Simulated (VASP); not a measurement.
**CO2: single point with PBE+D3(BJ)**

The system is CO2, in a box.

```
C O
1.0
    10.30000    0.00000    0.00000
     0.00000   10.50000    0.00000
     0.00000    0.00000   10.70000
C O
1 2
Direct
  0.50000 0.50000 0.50000
  0.56562 0.56437 0.56316
  0.43438 0.43563 0.43684
```

```
Program             : VASP 6.6.1
Task                : single point
Functional          : PBE
Dispersion          : D3(BJ)
Potentials or basis : VASP PAW PBE potentials, release 64 (C, O)
Cutoff              : 520 eV
k mesh              : 1 × 1 × 1
Occupations         : gaussian, width 0.01 eV
Spin                : no spin polarisation
```

- Largest force: 0.634 eV/Å
- Gap between the frontier levels: 8.01 eV
- Dispersion energy per atom: -0.009 eV

Forces on the atoms (eV/Å):
```
C    0.000  0.000  0.000
O    0.366  0.366  0.366
O   -0.366 -0.366 -0.366
```

Levels at points of the mesh, in eV from the valence-band top:
```
           k point  band 5  band 6  band 7  band 8  band 9  band 10  band 11  band 12
(0.00, 0.00, 0.00)   -3.61   -3.52    0.00    0.00    8.01     8.56     8.56     9.45
```

Wall time 64 s on 1 thread of Intel(R) Xeon(R) Platinum 8488C (Sapphire Rapids) (shared host), peak memory 0.93 GiB.
